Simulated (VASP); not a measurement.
**Mg3Zn2O: relaxation of cell and atoms with PBE**

Mg3Zn2O:

```
CELL_PARAMETERS angstrom
2.62229 1.51398 3.70456
-2.62229 1.51398 3.70456
0.00000 -3.02796 3.70456
ATOMIC_POSITIONS crystal
Mg 0.00000 0.00000 0.50000
Mg 0.00000 0.50000 0.00000
Mg 0.50000 0.00000 0.00000
Zn 0.62934 0.62934 0.62934
Zn 0.37066 0.37066 0.37066
O 0.00000 0.00000 0.00000
```

The cell was built from a structure type or drawn by symmetry, and may not be a known phase.

- Program: VASP 6.6.1
- Task: relaxation of cell and atoms
- Functional: PBE
- Potentials or basis: VASP PAW PBE potentials, release 64 (Mg, Zn, O)
- Cutoff: 600 eV
- k mesh: 6 × 6 × 6
- Occupations: gaussian, width 0.1 eV
- Spin: no spin polarisation
- Dipole correction: no
- Further INCAR settings: ALGO = Normal; EDIFF = 1e-06; IBRION = 2; EDIFFG = -0.04; NSW = 90; ISIF = 3

```yaml
Relaxed_volume: 15.89 Å³/atom
Relaxed_cell: a = 4.668 Å, b = 4.668 Å, c = 4.668 Å, α = 77.41°, β = 77.41°, γ = 77.41°
Space_group_after_relaxing_to_0.1_Å: R-3m (No. 166)
Energy_gained_by_relaxing: 329.5 meV/atom
Ionic_steps: 7
Pressure_after_relaxing: -0.2 GPa
Largest_force_after_relaxing: 0.006 eV/Å
Band_gap_on_the_k_mesh: zero (bands 18 and 19 overlap by 2.19 eV)
```

Forces on the atoms (eV/Å):
```
Mg   0.000  0.000  0.000
Mg   0.000  0.000  0.000
Mg   0.000  0.000  0.000
Zn   0.000  0.000  0.006
Zn   0.000  0.000 -0.006
O    0.000  0.000  0.000
```

Stress tensor (GPa, compression positive):
```
-0.30  0.00  0.00
 0.00 -0.30  0.00
 0.00  0.00  0.07
```

The path:
| step | energy change (eV) | largest force (eV/Å) | pressure (GPa) | volume (Å³) |
| --- | --- | --- | --- | --- |
| 1 | 0.0000 | 0.6303 | 5.36 | 88.24 |
| 2 | -1.6964 | 0.9928 | -0.14 | 93.85 |
| 3 | -1.9278 | 0.8510 | -0.63 | 95.99 |
| 4 | -1.9300 | 0.8164 | -0.57 | 96.17 |
| 5 | -1.9719 | 0.0831 | -0.11 | 95.49 |
| 6 | -1.9721 | 0.0216 | -0.05 | 95.44 |
| 7 | -1.9771 | 0.0061 | -0.18 | 95.31 |

Final structure:
```yaml
crystal:
  lattice:
    - [2.91883, 1.68519, 3.22955]
    - [-2.91883, 1.68519, 3.22955]
    - [0.00000, -3.37038, 3.22955]
  atoms:
    - { symbol: Mg, position: [0.00000, 0.00000, 0.50000] }
    - { symbol: Mg, position: [0.00000, 0.50000, 0.00000] }
    - { symbol: Mg, position: [0.50000, 0.00000, 0.00000] }
    - { symbol: Zn, position: [0.61971, 0.61971, 0.61971] }
    - { symbol: Zn, position: [0.38029, 0.38029, 0.38029] }
    - { symbol: O, position: [0.00000, 0.00000, 0.00000] }
```

Levels at points of the mesh, in eV from the Fermi level:
```tsv
k point	band 16	band 17	band 18	band 19	band 20	band 21
(0.00, 0.00, 0.00)	-1.22	0.11	0.11	0.22	1.29	1.29
(0.50, 0.00, 0.00)	-3.07	-0.15	0.16	0.70	0.98	3.06
(0.50, 0.50, 0.00)	-2.42	-2.13	-1.12	0.84	1.78	3.71
(0.50, 0.50, 0.50)	-3.91	-2.06	-2.06	-1.06	2.44	2.44
```

It took 2.5 min on 1 thread of Intel(R) Xeon(R) 6975P-C (Granite Rapids), on a shared host, peak memory 0.3 GiB.
